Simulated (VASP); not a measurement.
Ta3Si5C5N3, 16 atoms in the cell. The cell holds a disordered packing, 16 atoms: a = 5.531 Å, b = 5.986 Å, c = 5.876 Å, α = 90.14°, β = 87.21°, γ = 96.12°. 

```yaml
Program: VASP 6.6.1
Task: single point
Functional: PBE
Potentials_or_basis: VASP PAW PBE potentials, release 64 (Si, C, Ta_pv, N)
Cutoff: 520 eV
k_mesh: 4 × 4 × 4
Occupations: fermi-dirac, width 0.3447 eV
Spin: no spin polarisation
Dipole_correction: no
Further_INCAR_settings: LREAL = Auto; ALGO = Fast; EDIFF = 1e-06; NBANDS = 58
```

Potentials or basis: VASP PAW PBE potentials, release 64 (Si, C, Ta_pv, N).

Command:

```bash
$ cat potpaw_PBE.64/Si/POTCAR potpaw_PBE.64/C/POTCAR potpaw_PBE.64/Ta_pv/POTCAR potpaw_PBE.64/N/POTCAR > POTCAR
$ mpirun -np 1 vasp_std > vasp.out
```

Hardware: 1 thread of Intel(R) Xeon(R) 6975P-C (Granite Rapids), on a shared host.

**Question.** How long does it take, and how much memory?

**Answer.** It took 5.1 min on 1 thread of Intel(R) Xeon(R) 6975P-C (Granite Rapids) (shared host), peak memory 0.45 GiB. Counts: scf iterations 18, k points 36.
